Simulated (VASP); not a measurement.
# La (P6/mmm) in VASP: further runs, part 2 of 2

VASP 6.6.1. The steps go on from the part before.

### 3 Single point, BLYP (volume scaled by 1.04)

INCAR reads:

```
AGGAC    = 1.0          
AGGAX    = 1.0          
ALDAC    = 0.0          
ALDAX    = 1.0          
ALGO     = Normal         # electronic algorithm
EDIFF    = 1E-6           # SCF threshold, eV
ENCUT    = 520            # plane-wave cutoff, eV
GGA      = B5             # functional
ISIF     = 2              # what is computed and relaxed
ISMEAR   = -1             # smearing method
LASPH    = True           # aspherical terms in the spheres
LCHARG   = False          # write CHGCAR
LREAL    = False          # projectors in reciprocal space
LWAVE    = False          # write WAVECAR
NBANDS   = 24             # bands
NELM     = 100            # most SCF steps
PREC     = Accurate       # precision mode
SIGMA    = 0.1            # smearing width, eV
```

KPOINTS reads:

```
k-points
0
Gamma
  7 7 10
```

POSCAR reads:

```
La
1.0
    6.1686441480      0.0000000000      0.0000000000
   -3.0843220740      5.3422025391      0.0000000000
    0.0000000000      0.0000000000      3.7907920449
La
3
Direct
    0.0000000000      1.0000000000      0.0000000000
    0.3333333333      0.6666666667      0.5000000000
    0.6666666667      0.3333333333      0.5000000000
```

Potentials or basis: VASP PAW PBE potentials, release 64 (La).

Run with:

```
$ cat potpaw_PBE.64/La/POTCAR > POTCAR
$ mpirun -np 1 vasp_std > vasp.out
```

OUTCAR:

```text
EDIFF = 1E-6
   ENCUT = 520
   GGA = B5
   ISIF = 2
   ISMEAR = -1
   LASPH = True
   LREAL = False
   NELM = 100
   PREC = Accurate

 ion  position               nearest neighbor table
   1  0.000  0.000  0.000-
   2  0.333  0.667  0.500-   3 3.56   3 3.56   3 3.56
   3  0.667  0.333  0.500-   2 3.56   2 3.56   2 3.56

  LATTYP: Found a hexagonal cell.
 ALAT       =     6.1686441480
 C/A-ratio  =     0.6145259726

  Lattice vectors:

 A1 = (   6.1686441480,   0.0000000000,   0.0000000000)
 A2 = (  -3.0843220740,   5.3422025391,   0.0000000000)
 A3 = (   0.0000000000,   0.0000000000,   3.7907920449)

Analysis of symmetry for initial positions (statically):
=====================================================================
 Subroutine PRICEL returns:
 Original cell was already a primitive cell.

 Routine SETGRP: Setting up the symmetry group for a
 hexagonal supercell.

 Subroutine GETGRP returns: Found 24 space group operations
 (whereof 24 operations were pure point group operations)
 out of a pool of 24 trial point group operations.

The static configuration has the point symmetry D_6h.

Analysis of symmetry for dynamics (positions and initial velocities):
=====================================================================
 Subroutine PRICEL returns:
 Original cell was already a primitive cell.

 Routine SETGRP: Setting up the symmetry group for a
 hexagonal supercell.

 Subroutine GETGRP returns: Found 24 space group operations
 (whereof 24 operations were pure point group operations)
[... 107 lines left out ...]
   NSW    =      0    number of steps for IOM
   IBRION =     -1    ionic relax: 0-MD 1-quasi-New 2-CG
   NFREE  =      0    steps in history (QN), initial steepest desc. (CG)
   ISIF   =      2    stress and relaxation
   ISYM   =      2    0-nonsym 1-usesym 2-fastsym
   POTIM  = 0.5000    time-step for ionic-motion
   TEBEG  =    0.0;   TEEND  =   0.0 temperature during run
   PSTRESS=    0.0 pullay stress
   NELECT =      33.0000    total number of electrons
   NUPDOWN=      -1.0000    fix difference up-down
   EMIN   =  10.00;   EMAX   =-10.00  energy-range for DOS
   EFERMI =   0.00;   METHOD = LEGACY
   ISMEAR =    -1;   SIGMA  =   0.10  broadening in eV -4-tet -1-fermi 0-gaus
   EFERMI_NEDOS =   21; number of points for ismear=-14 and -15
   IALGO  =     38    algorithm
   IMIX   =      4    mixing-type and parameters
     AMIX     =   0.40;   BMIX     =  1.00
     AMIX_MAG =   1.60;   BMIX_MAG =  1.00
  volume/ion in A,a.u.               =      41.64       281.01
  Fermi-wavevector in a.u.,A,eV,Ry     =   1.050428  1.985020 15.012644  1.103398
  Thomas-Fermi vector in A             =   2.185430
   LORBIT       =      0    0 simple, 1 ext, 2 COOP (PROOUT), +10 PAW based schemes
   GGA     = B5    functional components
   LHFCALC =     F    Hartree Fock is set to
   AEXX    =    0.0000 exact exchange contribution
   IVDW    =     0    specifies the selected vdW correction
   LEPSILON=     F    determine dielectric tensor
   LRPA    =     F    only Hartree local field effects (RPA)
 non-spin polarized calculation
  energy-cutoff  :      520.00
  volume of cell :      124.92
 maximum number of plane-waves:      3386
 NGX is ok and might be reduce to    48
   NGX = 23   NGY = 23   NGZ = 15

 number of electron      33.0000006 magnetization

 Free energy of the ion-electron system (eV)
  ---------------------------------------------------
  ext. energy  EPLUGINS =         0.00000000
  ---------------------------------------------------
  free energy    TOTEN  =       -11.82976364 eV

  energy without entropy =      -11.64262152  energy(sigma->0) =      -11.73619258

 E-fermi :   7.2901     XC(G=0):  -8.5619

 val. band max:        7.2813472120   @ k =   0.2857   0.2857   0.5000
 cond. band min:       7.3022822855   @ k =   0.4286   0.1429   0.0000
 fundamental gap:      0.0209350734
 Fermi energy:         7.2901249611

 k-point     1 :       0.0000    0.0000    0.0000
  band No.  band energies     occupation
      1     -25.7820      2.00000
      2     -25.6576      2.00000
      3     -25.5807      2.00000
      4      -9.7614      2.00000
      5      -9.7614      2.00000
      6      -9.5457      2.00000
[... 637 lines left out ...]
     23       8.4412      0.00002
     24       8.6715      0.00000

 [... further k-points ...]
[... 5 lines left out ...]
  --------------------------------------------------------------------------------------
  -------------------------------------------------------------------------------------
  Total       -0.8002364     -0.8002364     -0.6844994      0.0000000      0.0000000     -0.0000000
  in kB      -10.2633439    -10.2633439     -8.7789716      0.0000000      0.0000000     -0.0000000
  external PRESSURE =      -9.7685531 kB  Pullay stress =       0.0000000 kB

 VOLUME and BASIS-vectors are now :
 -----------------------------------------------------------------------------
  energy-cutoff  :      520.00
  volume of cell :      124.92
      direct lattice vectors                 reciprocal lattice vectors
     6.168644148  0.000000000  0.000000000     0.162110178  0.093594355  0.000000000
    -3.084322074  5.342202539  0.000000000     0.000000000  0.187188710  0.000000000
     0.000000000  0.000000000  3.790792045     0.000000000  0.000000000  0.263797114

 POSITION                                       TOTAL-FORCE (eV/Angst)
 -----------------------------------------------------------------------------------
      0.00000      0.00000      0.00000         0.000000      0.000000      0.000000
     -0.00000      3.56147      1.89540         0.000000     -0.000000     -0.000000
      3.08432      1.78073      1.89540        -0.000000      0.000000      0.000000
 -----------------------------------------------------------------------------------
    total drift:                               -0.000000      0.000000     -0.000000

  FREE ENERGIE OF THE ION-ELECTRON SYSTEM (eV)
  ---------------------------------------------------
  free  energy   TOTEN  =       -11.8297636354 eV

  energy  without entropy=      -11.6426215238  energy(sigma->0) =      -11.73619258
```

Run time: 5.3 min. Hardware: 1 thread of Oxide Virtual Turin-like, shared host; peak memory 0.28 GiB.

Results:

| Property | Result |
| --- | --- |
| Free energy | -11.8298 eV |
| Pressure | -1.0 GPa |

Stress tensor (GPa, compression positive):
```
-1.03  0.00  0.00
 0.00 -1.03  0.00
 0.00  0.00 -0.88
```

Levels at points of the mesh, in eV from the Fermi level:
| k point | band 15 | band 16 | band 17 | band 18 | band 19 | band 20 |
| --- | --- | --- | --- | --- | --- | --- |
| (0.00, 0.00, 0.00) | 0.29 | 0.47 | 0.47 | 0.49 | 0.49 | 0.88 |
| (0.00, 0.00, 0.50) | -0.76 | -0.76 | -0.65 | 0.08 | 0.99 | 0.99 |

Caveat: the PAW data sets were made with another functional, which shifts forces and pressure a little; spin-orbit coupling is left out, which moves the levels of the heavy elements.
